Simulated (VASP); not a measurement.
Input of a VASP 6.6.1 run:

Contents of INCAR:

```
SYSTEM = Pt
ALGO     = Normal         ! electronic algorithm
EDIFF    = 1E-6           ! SCF threshold, eV
EDIFFG   = -0.04          ! ionic threshold
ENCUT    = 600            ! plane-wave cutoff, eV
GGA      = PE             ! functional
IBRION   = 2              ! ionic algorithm
ISIF     = 3              ! what is computed and relaxed
ISMEAR   = 0              ! smearing method
LASPH    = .TRUE.         ! aspherical terms in the spheres
LCHARG   = .FALSE.        ! write CHGCAR
LREAL    = .FALSE.        ! projectors in reciprocal space
LWAVE    = .FALSE.        ! write WAVECAR
NELM     = 100            ! most SCF steps
NSW      = 90             ! ionic steps
PREC     = Accurate       ! precision mode
SIGMA    = 0.1            ! smearing width, eV
```

File KPOINTS:

```
k-points
0
G
  9 9 2
  0 0 0
```

File POSCAR:

```
Pt
1.0
    2.7748823188      0.0000000000      0.0000000000
   -1.3874411594      2.4031185806      0.0000000000
    0.0000000000      0.0000000000      9.3900642303
Pt
4
Direct
    0.0000000000      0.0000000000      0.0000000000
    0.0000000000      0.0000000000      0.5000000000
    0.3333333333      0.6666666667      0.7500000000
    0.6666666667      0.3333333333      0.2500000000
```

Potentials or basis: VASP PAW PBE potentials, release 64 (Pt).

Command:

```sh
$ cat potpaw_PBE.64/Pt/POTCAR > POTCAR
$ mpirun -np 1 vasp_std > vasp.out
```

Question: Estimate the relaxed cell.

Answer: a = 2.787 Å, b = 2.787 Å, c = 9.316 Å, α = 90.00°, β = 90.00°, γ = 120.00°.

Question: Estimate the relaxed volume.

Answer: 15.67 Å³/atom.

Question: Predict the space group after relaxing (to 0.05 Å).

Answer: P6_3/mmc (No. 194).

The path:
| step | energy change (eV) | largest force (eV/Å) | pressure (GPa) | volume (Å³) |
| --- | --- | --- | --- | --- |
| 1 | 0.0000 | 0.0000 | 0.24 | 62.62 |
| 2 | -0.0011 | 0.0000 | -0.68 | 62.83 |
| 3 | -0.0011 | 0.0000 | -0.69 | 62.84 |
| 4 | -0.0018 | 0.0000 | -0.38 | 62.75 |
| 5 | -0.0021 | 0.0000 | -0.07 | 62.66 |
